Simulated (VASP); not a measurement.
# KF (rocksalt type) in VASP: notebook

The runs below take KF (rocksalt type) through single point, relaxation of cell and atoms, with PBE.

Program: VASP 6.6.1. These are calculated values, not measurements. Logs are shortened: lines on timing, memory, paths and dates and some standing lists are left out, and cuts for length are marked.

### 1 The cell of the first run

The structure is cubic, space group Fm-3m (No. 225). Conventional cell: a = 5.420 Å, b = 5.420 Å, c = 5.420 Å, α = 90.00°, β = 90.00°, γ = 90.00°. K (site symmetry m-3m) has 6 F at 2.71 Å within 3.6 Å. Within 3.6 Å of F (site symmetry m-3m) lie 6 K at 2.71 Å.

### 2 Single point, PBE

The input, INCAR:

```
PREC     = Accurate       # precision mode
ENCUT    = 520            # plane-wave cutoff, eV
EDIFF    = 1E-7           # SCF threshold, eV
ISMEAR   = -1             # smearing method
SIGMA    = 0.08           # smearing width, eV
LREAL    = F              # projectors in reciprocal space
LASPH    = T              # aspherical terms in the spheres
NELM     = 100            # most SCF steps
ALGO     = Normal         # electronic algorithm
ISIF     = 2              # what is computed and relaxed
LWAVE    = F              # write WAVECAR
LCHARG   = T              # write CHGCAR
GGA      = PE             # functional
LELF     = T              # ELF
LVHAR    = T            
NBANDS   = 15             # bands
```

The input, KPOINTS:

```
Automatic mesh
0
Gamma
  16 16 16
```

The input, POSCAR:

```
KF
1.0
    0.0000000000      2.7098876288      2.7098876288
    2.7098876288      0.0000000000      2.7098876288
    2.7098876288      2.7098876288      0.0000000000
K F
1 1
Direct
    0.0000000000      0.0000000000      0.0000000000
    0.5000000000      0.5000000000      0.5000000000
```

Potentials or basis: VASP PAW PBE potentials, release 64 (K_sv, F).

Started as:

```sh
> cat potpaw_PBE.64/K_sv/POTCAR potpaw_PBE.64/F/POTCAR > POTCAR
> mpirun -np 1 vasp_std > vasp.out
```

OUTCAR:

```text
PREC = Accurate
   ENCUT = 520
   EDIFF = 1E-7
   ISMEAR = -1
   LREAL = F
   LASPH = T
   NELM = 100
   ISIF = 2
   GGA = PE

 ion  position               nearest neighbor table
   1  0.000  0.000  0.000-   2 2.71   2 2.71   2 2.71   2 2.71   2 2.71   2 2.71
   2  0.500  0.500  0.500-   1 2.71   1 2.71   1 2.71   1 2.71   1 2.71   1 2.71

  LATTYP: Found a face centered cubic cell.
 ALAT       =     5.4197752576

  Lattice vectors:

 A1 = (   0.0000000000,   2.7098876288,   2.7098876288)
 A2 = (   2.7098876288,   0.0000000000,   2.7098876288)
 A3 = (   2.7098876288,   2.7098876288,   0.0000000000)

Analysis of symmetry for initial positions (statically):
=====================================================================
 Subroutine PRICEL returns:
 Original cell was already a primitive cell.

 Routine SETGRP: Setting up the symmetry group for a
 face centered cubic supercell.

 Subroutine GETGRP returns: Found 48 space group operations
 (whereof 48 operations were pure point group operations)
 out of a pool of 48 trial point group operations.

The static configuration has the point symmetry O_h .

Analysis of symmetry for dynamics (positions and initial velocities):
=====================================================================
 Subroutine PRICEL returns:
 Original cell was already a primitive cell.

 Routine SETGRP: Setting up the symmetry group for a
 face centered cubic supercell.

 Subroutine GETGRP returns: Found 48 space group operations
 (whereof 48 operations were pure point group operations)
 out of a pool of 48 trial point group operations.

The dynamic configuration has the point symmetry O_h .

 Subroutine INISYM returns: Found 48 space group operations
 (whereof 48 operations are pure point group operations),
 and found     1 'primitive' translations

----------------------------------------------------------------------------------------

                                     Primitive cell

  volume of cell :      39.8001

  direct lattice vectors                    reciprocal lattice vectors
     0.000000000  2.709887629  2.709887629    -0.184509496  0.184509496  0.184509496
     2.709887629  0.000000000  2.709887629     0.184509496 -0.184509496  0.184509496
     2.709887629  2.709887629  0.000000000     0.184509496  0.184509496 -0.184509496

  length of vectors
     3.832359837  3.832359837  3.832359837     0.319579821  0.319579821  0.319579821

  position of ions in fractional coordinates (direct lattice)
     0.000000000  0.000000000  0.000000000
     0.500000000  0.500000000  0.500000000

  ion indices of the primitive-cell ions
   primitive index   ion index
                 1           1
                 2           2

----------------------------------------------------------------------------------------

 KPOINTS: Automatic mesh

Automatic generation of k-mesh.
 Grid dimensions read from file:
 generate k-points for:   16   16   16

 Generating k-lattice:

  Cartesian coordinates                     Fractional coordinates (reciprocal lattice)
    -0.011531843  0.011531843  0.011531843     0.062500000  0.000000000  0.000000000
     0.011531843 -0.011531843  0.011531843     0.000000000  0.062500000  0.000000000
     0.011531843  0.011531843 -0.011531843     0.000000000  0.000000000  0.062500000

  Length of vectors
     0.019973739  0.019973739  0.019973739

  Shift w.r.t. Gamma in fractional coordinates (k-lattice)
     0.000000000  0.000000000  0.000000000

 Subroutine IBZKPT returns following result:
 ===========================================

 Found    145 irreducible k-points:

 Following reciprocal coordinates:
            Coordinates               Weight
  0.000000  0.000000  0.000000      1.000000
  0.062500  0.000000  0.000000      8.000000
  0.125000  0.000000  0.000000      8.000000
  0.187500  0.000000  0.000000      8.000000
  0.250000  0.000000  0.000000      8.000000
  0.312500  0.000000  0.000000      8.000000
[... 16 lines left out ...]
 -0.125000  0.062500  0.000000     24.000000
 -0.062500  0.062500  0.000000     12.000000
 [... further k-points ...]
   k-points           NKPTS =    145   k-points in BZ     NKDIM =    145   number of bands    NBANDS=     15
   number of dos      NEDOS =    301   number of ions     NIONS =      2
   total plane-waves  NPLWV =  27000
   dimension x,y,z NGX =    30 NGY =   30 NGZ =   30
   dimension x,y,z NGXF=    60 NGYF=   60 NGZF=   60
   ions per type =               1   1
   NGX,Y,Z   is equivalent  to a cutoff of  13.01, 13.01, 13.01 a.u.
   NGXF,Y,Z  is equivalent  to a cutoff of  26.03, 26.03, 26.03 a.u.
 SYSTEM =  unknown system
   PREC   = accura    normal or accurate (medium, high low for compatibility)
   ISTART =      0    job   : 0-new  1-cont  2-samecut
   ICHARG =      2    charge: 1-file 2-atom 10-const
   ISPIN  =      1    spin polarized calculation?
   LNONCOLLINEAR =      F non collinear calculations
   LSORBIT =      F    spin-orbit coupling
   LASPH  =      T    aspherical Exc in radial PAW
   ENCUT  =  520.0 eV  38.22 Ry    6.18 a.u.   7.13  7.13  7.13*2*pi/ulx,y,z
   NELM   =    100;   NELMIN=  2; NELMDL= -5     # of ELM steps
   EDIFF  = 0.1E-06   stopping-criterion for ELM
   LREAL  =      F    real-space projection
   EDIFFG = 0.1E-05   stopping-criterion for IOM
   NSW    =      0    number of steps for IOM
   IBRION =     -1    ionic relax: 0-MD 1-quasi-New 2-CG
   NFREE  =      0    steps in history (QN), initial steepest desc. (CG)
   ISIF   =      2    stress and relaxation
   ISYM   =      2    0-nonsym 1-usesym 2-fastsym
   POTIM  = 0.5000    time-step for ionic-motion
   TEBEG  =    0.0;   TEEND  =   0.0 temperature during run
   PSTRESS=    0.0 pullay stress
   NELECT =      16.0000    total number of electrons
   NUPDOWN=      -1.0000    fix difference up-down
   EMIN   =  10.00;   EMAX   =-10.00  energy-range for DOS
   EFERMI =   0.00;   METHOD = LEGACY
   ISMEAR =    -1;   SIGMA  =   0.08  broadening in eV -4-tet -1-fermi 0-gaus
   EFERMI_NEDOS =   21; number of points for ismear=-14 and -15
   IALGO  =     38    algorithm
   IMIX   =      4    mixing-type and parameters
     AMIX     =   0.40;   BMIX     =  1.00
     AMIX_MAG =   1.60;   BMIX_MAG =  1.00
  volume/ion in A,a.u.               =      19.90       134.29
  Fermi-wavevector in a.u.,A,eV,Ry     =   1.208241  2.283244 19.862413  1.459846
  Thomas-Fermi vector in A             =   2.343855
   LORBIT       =      0    0 simple, 1 ext, 2 COOP (PROOUT), +10 PAW based schemes
   GGA     = PE    functional components
   LHFCALC =     F    Hartree Fock is set to
   AEXX    =    0.0000 exact exchange contribution
   IVDW    =     0    specifies the selected vdW correction
   LEPSILON=     F    determine dielectric tensor
   LRPA    =     F    only Hartree local field effects (RPA)
 non-spin polarized calculation
  energy-cutoff  :      520.00
  volume of cell :       39.80
 maximum number of plane-waves:      1090
 NGX is ok and might be reduce to    30
   NGX = 15   NGY = 15   NGZ = 15

 number of electron      15.9999992 magnetization

 Free energy of the ion-electron system (eV)
  ---------------------------------------------------
  ext. energy  EPLUGINS =         0.00000000
  ---------------------------------------------------
  free energy    TOTEN  =        -8.29925349 eV

  energy without entropy =       -8.29925349  energy(sigma->0) =       -8.29925349

 E-fermi :  -1.0177     XC(G=0):  -8.2133

 val. band max:       -2.9135146031   @ k =   0.0000   0.0000   0.0000
 cond. band min:       3.0354296146   @ k =   0.0000   0.0000   0.0000
 fundamental gap:      5.9489442177
 Fermi energy:        -1.0177143663

 k-point     1 :       0.0000    0.0000    0.0000
  band No.  band energies     occupation
      1     -29.1715      2.00000
      2     -21.5475      2.00000
      3     -12.4507      2.00000
      4     -12.4507      2.00000
      5     -12.4507      2.00000
      6      -2.9135      2.00000
      7      -2.9135      2.00000
      8      -2.9135      2.00000
      9       3.0354      0.00000
     10       7.6457      0.00000
     11       7.6457      0.00000
     12       7.6457      0.00000
     13       9.2619      0.00000
     14       9.2619      0.00000
     15      13.7446      0.00000

 k-point     2 :       0.0625    0.0000    0.0000
  band No.  band energies     occupation
      1     -29.1686      2.00000
      2     -21.5499      2.00000
      3     -12.4604      2.00000
      4     -12.4520      2.00000
      5     -12.4520      2.00000
      6      -2.9489      2.00000
      7      -2.9259      2.00000
      8      -2.9259      2.00000
      9       3.1434      0.00000
     10       7.5746      0.00000
     11       7.6973      0.00000
     12       7.6973      0.00000
     13       9.2946      0.00000
     14       9.2946      0.00000
     15      13.9408      0.00000

 k-point     3 :       0.1250    0.0000    0.0000
  band No.  band energies     occupation
      1     -29.1603      2.00000
      2     -21.5572      2.00000
      3     -12.4880      2.00000
      4     -12.4558      2.00000
      5     -12.4558      2.00000
      6      -3.0454      2.00000
      7      -2.9610      2.00000
      8      -2.9610      2.00000
      9       3.4528      0.00000
     10       7.3996      0.00000
     11       7.8461      0.00000
     12       7.8461      0.00000
     13       9.3934      0.00000
     14       9.3934      0.00000
     15      14.4620      0.00000

 k-point     4 :       0.1875    0.0000    0.0000
  band No.  band energies     occupation
      1     -29.1478      2.00000
      2     -21.5681      2.00000
      3     -12.5291      2.00000
      4     -12.4614      2.00000
      5     -12.4614      2.00000
      6      -3.1796      2.00000
      7      -3.0129      2.00000
      8      -3.0129      2.00000
      9       3.9251      0.00000
     10       7.1996      0.00000
     11       8.0722      0.00000
     12       8.0722      0.00000
     13       9.5619      0.00000
     14       9.5619      0.00000
     15      15.0998      0.00000
[... 307 lines left out ...]
 k-point    22 :      -0.1875    0.0625    0.0000
  band No.  band energies     occupation
      1     -29.1410      2.00000
      2     -21.5732      2.00000
      3     -12.5460      2.00000
      4     -12.4858      2.00000
      5     -12.4541      2.00000
      6      -3.2531      2.00000
      7      -3.0622      2.00000
      8      -2.9958      2.00000
      9       4.1778      0.00000
     10       7.0686      0.00000
     11       8.1434      0.00000
     12       8.2902      0.00000
     13       9.6377      0.00000
     14       9.6776      0.00000
     15      15.3677      0.00000

 k-point    23 :      -0.1250    0.0625    0.0000
  band No.  band energies     occupation
      1     -29.1542      2.00000
      2     -21.5619      2.00000
      3     -12.5018      2.00000
      4     -12.4759      2.00000
      5     -12.4501      2.00000
      6      -3.1225      2.00000
      7      -3.0041      2.00000
      8      -2.9487      2.00000
      9       3.6754      0.00000
     10       7.2506      0.00000
     11       7.9099      0.00000
     12       8.0453      0.00000
     13       9.4645      0.00000
     14       9.4679      0.00000
     15      14.8134      0.00000

 k-point    24 :      -0.0625    0.0625    0.0000
  band No.  band energies     occupation
      1     -29.1639      2.00000
      2     -21.5539      2.00000
      3     -12.4709      2.00000
      4     -12.4648      2.00000
      5     -12.4494      2.00000
      6      -3.0131      2.00000
      7      -2.9560      2.00000
      8      -2.9241      2.00000
      9       3.3166      0.00000
     10       7.4438      0.00000
     11       7.7547      0.00000
     12       7.8356      0.00000
     13       9.3454      0.00000
     14       9.3504      0.00000
     15      14.2449      0.00000

 [... further k-points ...]

------------------------ aborting loop because EDIFF is reached ----------------------------------------

  FORCE on cell =-STRESS in cart. coord.  units (eV):
  Direction    XX          YY          ZZ          XY          YZ          ZX
  --------------------------------------------------------------------------------------
  -------------------------------------------------------------------------------------
  Total        0.0073894      0.0073894      0.0073894     -0.0000000      0.0000000     -0.0000000
  in kB        0.2974654      0.2974654      0.2974654     -0.0000000      0.0000000     -0.0000000
  external PRESSURE =       0.2974654 kB  Pullay stress =       0.0000000 kB

 VOLUME and BASIS-vectors are now :
 -----------------------------------------------------------------------------
  energy-cutoff  :      520.00
  volume of cell :       39.80
      direct lattice vectors                 reciprocal lattice vectors
     0.000000000  2.709887629  2.709887629    -0.184509496  0.184509496  0.184509496
     2.709887629  0.000000000  2.709887629     0.184509496 -0.184509496  0.184509496
     2.709887629  2.709887629  0.000000000     0.184509496  0.184509496 -0.184509496

 POSITION                                       TOTAL-FORCE (eV/Angst)
 -----------------------------------------------------------------------------------
      0.00000      0.00000      0.00000         0.000000      0.000000      0.000000
      2.70989      2.70989      2.70989        -0.000000     -0.000000     -0.000000
 -----------------------------------------------------------------------------------
    total drift:                                0.000000      0.000000      0.000000

  FREE ENERGIE OF THE ION-ELECTRON SYSTEM (eV)
  ---------------------------------------------------
  free  energy   TOTEN  =        -8.2992534920 eV

  energy  without entropy=       -8.2992534919  energy(sigma->0) =       -8.29925349
```

Run time: 41 s. Hardware: 1 thread of Intel Xeon 6975P-C (Granite Rapids), shared host; peak memory 0.22 GiB.

What came out:

```yaml
Free_energy: -8.2993 eV
Pressure: 0.0 GPa
Band_gap_on_the_k_mesh: 5.95 eV
```

Levels at points of the mesh, in eV from the valence-band top:
| k point | band 4 | band 5 | band 6 | band 7 | band 8 | band 9 | band 10 | band 11 | band 12 | band 13 |
| --- | --- | --- | --- | --- | --- | --- | --- | --- | --- | --- |
| (0.00, 0.00, 0.00) | -9.54 | -9.54 | 0.00 | 0.00 | 0.00 | 5.95 | 10.56 | 10.56 | 10.56 | 12.18 |
| (0.50, 0.00, 0.00) | -9.57 | -9.57 | -0.75 | -0.31 | -0.31 | 8.89 | 10.29 | 11.87 | 11.87 | 14.02 |
| (0.50, 0.50, 0.00) | -9.72 | -9.72 | -0.23 | -0.06 | -0.06 | 8.16 | 10.07 | 11.48 | 13.39 | 13.96 |

### 3 Relaxation of cell and atoms, PBE

This run uses another cell than the first one, of 11.26 Å³/atom.

The input, INCAR:

```
PREC = Accurate ; ENCUT = 600
EDIFF = 1E-6 ; ISMEAR = -1
SIGMA = 0.08 ; LREAL = False
LASPH = True ; NELM = 100
ALGO = Normal ; ISIF = 3
LWAVE = False ; LCHARG = False
GGA = PE ; IBRION = 2
NSW = 100 ; EDIFFG = -0.005
```

KPOINTS is that of step 2.

The input, POSCAR:

```
KF
1.0
    0.0000000000      2.2416464728      2.2416464728
    2.2416464728      0.0000000000      2.2416464728
    2.2416464728      2.2416464728      0.0000000000
K F
1 1
Direct
    0.0000000000      0.0000000000      0.0000000000
    0.5000000000      0.5000000000      0.5000000000
```

Potentials or basis: VASP PAW PBE potentials, release 64 (K_sv, F).

Started as:

```sh
> cat potpaw_PBE.64/K_sv/POTCAR potpaw_PBE.64/F/POTCAR > POTCAR
> mpirun -np 1 vasp_std > vasp.out
```

Run time: 78 s. Hardware: 1 thread of Intel Xeon 6975P-C (Granite Rapids), shared host; peak memory 0.2 GiB.

The run converged. Its results:

```yaml
Free_energy: -8.2100 eV
Relaxed_volume: 18.66 Å³/atom
Relaxed_cell: a = 3.751 Å, b = 3.751 Å, c = 3.751 Å, α = 60.00°, β = 60.00°, γ = 60.00°
Space_group_after_relaxing_to_0.1_Å: Fm-3m (No. 225)
Energy_gained_by_relaxing: 1023.7 meV/atom
Ionic_steps: 4
Pressure_after_relaxing: 0.0 GPa
Band_gap_on_the_k_mesh: 6.29 eV
```

The path:
```
step  energy change (eV)  largest force (eV/Å)  pressure (GPa)  volume (Å³)
   1              0.0000                0.0000           68.28        22.53
   2             -1.9509                0.0000           -6.15        42.08
   3             -2.0394                0.0000            2.05        36.03
   4             -2.0474                0.0000           -0.02        37.32
```

Final structure:
```yaml
crystal:
  lattice:
    - [0.00000, 2.65236, 2.65236]
    - [2.65236, 0.00000, 2.65236]
    - [2.65236, 2.65236, 0.00000]
  atoms:
    - { symbol: K, position: [0.00000, 0.00000, 0.00000] }
    - { symbol: F, position: [0.50000, 0.50000, 0.50000] }
```

Levels at points of the mesh, in eV from the valence-band top:
```tsv
k point	band 6	band 7	band 8	band 9	band 10	band 11
(0.00, 0.00, 0.00)	0.00	0.00	0.00	6.29	10.75	10.75
(0.50, 0.00, 0.00)	-0.82	-0.37	-0.37	9.17	10.78	12.19
(0.50, 0.50, 0.00)	-0.20	-0.05	-0.05	8.23	10.44	12.01
```

Caveat: the volume moved by over 15 % at a fixed basis, so the end points are rough. A k mesh can miss the band edges.

[end of part 1 of 2]
